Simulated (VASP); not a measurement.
Wanted: the native input for a VASP 6.6.1 run.

| Quantity | Value |
| --- | --- |
| Task | single point |
| Functional | r2SCAN |
| Potentials or basis | VASP PAW PBE potentials, release 64 (Si) |
| Cutoff | 550 eV |
| k mesh | 7 × 7 × 7 |
| Occupations | gaussian, width 0.01 eV |
| Spin | no spin polarisation |
| Dipole correction | no |
| Further INCAR settings | ALGO = Normal; EDIFF = 1e-06; NBANDS = 11 |

Si:

```xyz
2
Lattice="0.0000 2.7219 2.7219 2.7219 0.0000 2.7219 2.7219 2.7219 0.0000" Properties=species:S:1:pos:R:3 pbc="T T T"
Si    1.3609    1.3609    1.3609
Si    0.0000    0.0000    0.0000
```

These files were run (other wordings do the same):

POSCAR

```
Si
1.0
    0.0000000000      2.7218510000      2.7218510000
    2.7218510000      0.0000000000      2.7218510000
    2.7218510000      2.7218510000      0.0000000000
Si
2
Direct
    0.2500000000      0.2500000000      0.2500000000
    0.0000000000      0.0000000000      0.0000000000
```

INCAR.step1

```
SYSTEM = Si
ALGO = Normal
EDIFF = 1E-5
ENCUT = 550
GGA = PE
GGA_COMPAT = .False.
ISMEAR = 0
LASPH = .True.
LCHARG = .False.
LREAL = .False.
LWAVE = .True.
NBANDS = 11
NELM = 120
PREC = Accurate
SIGMA = 0.01
```

INCAR.step2

```
SYSTEM = Si
ALGO = Normal
EDIFF = 1E-6
ENCUT = 550
GGA_COMPAT = .False.
ISIF = 2
ISMEAR = 0
ISTART = 1
LASPH = .True.
LCHARG = .True.
LELF = .True.
LMIXTAU = .True.
LREAL = .False.
LVHAR = .True.
LWAVE = .False.
METAGGA = R2SCAN
NBANDS = 11
NELM = 120
PREC = Accurate
SIGMA = 0.01
```

KPOINTS

```
k-points
0
Gamma
  7 7 7
  0 0 0
```

Potentials or basis: VASP PAW PBE potentials, release 64 (Si).

The run is started by

```console
$ cat potpaw_PBE.64/Si/POTCAR > POTCAR
$ cp INCAR.step1 INCAR
$ mpirun -np 1 vasp_std > vasp.out
$ cp INCAR.step2 INCAR
$ mpirun -np 1 vasp_std > vasp.out
```

It gave:

- Pressure: -0.2 GPa
- Band gap on the k mesh: 0.79 eV, indirect (least direct gap 2.75 eV)

Caveat: the PAW data sets were made with another functional, which shifts forces and pressure a little.

Run time: 30 s on 1 thread of AMD EPYC 9R45 96-Core Processor (Zen 5), with other jobs on the host, peak memory 0.13 GiB.
